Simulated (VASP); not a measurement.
Write the native input for VASP 6.6.1 that does the following.

```yaml
Task: relaxation of cell and atoms
Functional: PBE
Potentials_or_basis: VASP PAW PBE potentials, release 64 (Ru_pv, Rh_pv)
Cutoff: 600 eV
k_mesh: 12 × 12 × 18
Occupations: gaussian, width 0.1 eV
Spin: no spin polarisation
Dipole_correction: no
Further_INCAR_settings: ALGO = Fast; EDIFF = 1e-06; IBRION = 2; EDIFFG = -0.01; NSW = 100; ISIF = 3
```

The structure of RuRh2 lies in POSCAR:

```
RuRh2
1.0
    4.3056675152      0.0000000000      0.0000000000
   -2.1528337576      3.7288174484      0.0000000000
    0.0000000000      0.0000000000      2.6701911315
Ru Rh
1 2
Direct
    0.0000000000      0.0000000000      0.0000000000
    0.3333333333      0.6666666667      0.5000000000
    0.6666666667      0.3333333333      0.5000000000
```

One way to write it, as run:

INCAR

```
PREC     = Accurate       # precision mode
ENCUT    = 600            # plane-wave cutoff, eV
EDIFF    = 1E-6           # SCF threshold, eV
ISMEAR   = 0              # smearing method
SIGMA    = 0.1            # smearing width, eV
LREAL    = F              # projectors in reciprocal space
LASPH    = T              # aspherical terms in the spheres
NELM     = 60             # most SCF steps
ALGO     = Fast           # electronic algorithm
ISIF     = 3              # what is computed and relaxed
LWAVE    = F              # write WAVECAR
LCHARG   = F              # write CHGCAR
GGA      = PE             # functional
IBRION   = 2              # ionic algorithm
NSW      = 100            # ionic steps
EDIFFG   = -0.01          # ionic threshold
```

KPOINTS

```
Automatic mesh
0
Gamma
  12 12 18
```

Potentials or basis: VASP PAW PBE potentials, release 64 (Ru_pv, Rh_pv).

Launch:

```bash
$ cat potpaw_PBE.64/Ru_pv/POTCAR potpaw_PBE.64/Rh_pv/POTCAR > POTCAR
$ mpirun -np 1 vasp_std > vasp.out
```

Results of the run:

The relaxed volume is 14.25 Å³/atom. The relaxed cell is a = 4.320 Å, b = 4.320 Å, c = 2.645 Å, α = 90.00°, β = 90.00°, γ = 120.00° and the space group after relaxing (to 0.1 Å) is P6/mmm (No. 191). The energy gained by relaxing is 1.8 meV/atom. The ionic steps are 7. The pressure after relaxing is 0.0 GPa. The band gap on the k mesh is zero (bands 22 and 23 overlap by 2.37 eV).

It took 14 min on 1 thread of Intel(R) Xeon(R) Platinum 8259CL CPU @ 2.50GHz (Skylake/Cascade Lake), on a shared host, peak memory 0.37 GiB.
